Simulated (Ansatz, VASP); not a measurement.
Two plane-wave programs on AlNi

The input POSCAR:

```
AlNi
1.0
    2.9375045414      0.0000000000      0.0000000000
    0.0000000000      2.9375045414      0.0000000000
    0.0000000000      0.0000000000      2.9375045414
Ni Al
1 1
Direct
    0.5000000000      0.5000000000      0.5000000000
    0.0000000000      0.0000000000      0.0000000000
```

INCAR.step1

```
PREC = Accurate ; ENCUT = 520
ISMEAR = -1 ; SIGMA = 0.05
LREAL = False ; LASPH = True
NELM = 150 ; ISPIN = 2
MAGMOM = 1 0 ; LMAXMIX = 4
NBANDS = 18 ; GGA = PE
ALGO = Normal ; EDIFF = 1E-4
LWAVE = True ; LCHARG = False
```

Contents of INCAR.step2:

```
PREC = Accurate ; ENCUT = 520
EDIFF = 1E-7 ; ISMEAR = -1
SIGMA = 0.05 ; LREAL = False
LASPH = True ; NELM = 150
ALGO = Normal ; ISIF = 2
LWAVE = False ; LCHARG = False
ISPIN = 2 ; MAGMOM = 1 0
LORBIT = 11 ; LMAXMIX = 4
METAGGA = R2SCAN ; LMIXTAU = True
NBANDS = 18 ; ISTART = 1
```

File KPOINTS:

```
Automatic mesh
0
Gamma
  9 9 9
```

input.yaml

```yaml
crystal:
  lattice:
    - [2.9375045414, 0.0, 0.0]
    - [0.0, 2.9375045414, 0.0]
    - [0.0, 0.0, 2.9375045414]
  atoms:
    - { symbol: Ni, position: [0.5, 0.5, 0.5], spin: 1.0 }
    - { symbol: Al, position: [0.0, 0.0, 0.0] }
hamiltonian:
  xc: r2scan
  pseudopotentials: { kind: paw }
magnetization:
  spin_polarized: true
kpoints:
  mp_grid: { grid: [9, 9, 9] }
scf:
  occupations: { method: fermi_dirac, width: 0.05 }
output:
  forces: true
  stress: true
  eigenvalues: true
```

Alike in both runs: task single point; functional r2SCAN; k mesh 9 × 9 × 9; occupations fermi-dirac, width 0.05 eV; collinear spin.

```csv
,VASP,Ansatz
version,VASP 6.6.1,Ansatz 0.2.0
potentials or method,"VASP PAW PBE potentials, release 64 (Ni, Al)",Ansatz PAW
plane-wave cutoff (eV),520,500
valence electrons in the cell,13,21
```

VASP gave:

- gap on the k mesh at the Fermi level (eV): none
- pressure (GPa): -11.8
- net moment per atom (μB): 0.00

Question: Which values does Ansatz return?

Answer: gap on the k mesh at the Fermi level (eV): none; pressure (GPa): -11.6; net moment per atom (μB): 0.00.

VASP's potentials were made for PBE, not for r2SCAN. A gap of «none» marks a metal or a gap that the smearing closes. With one functional, cell and mesh, what is left measures potentials, basis and numerics. VASP's potentials hold 13 valence electrons a cell and Ansatz's 21, so a difference there can come from the potentials and not from the codes.

Noted on Ansatz's run: the magnetic or orbital state may not be the lowest.
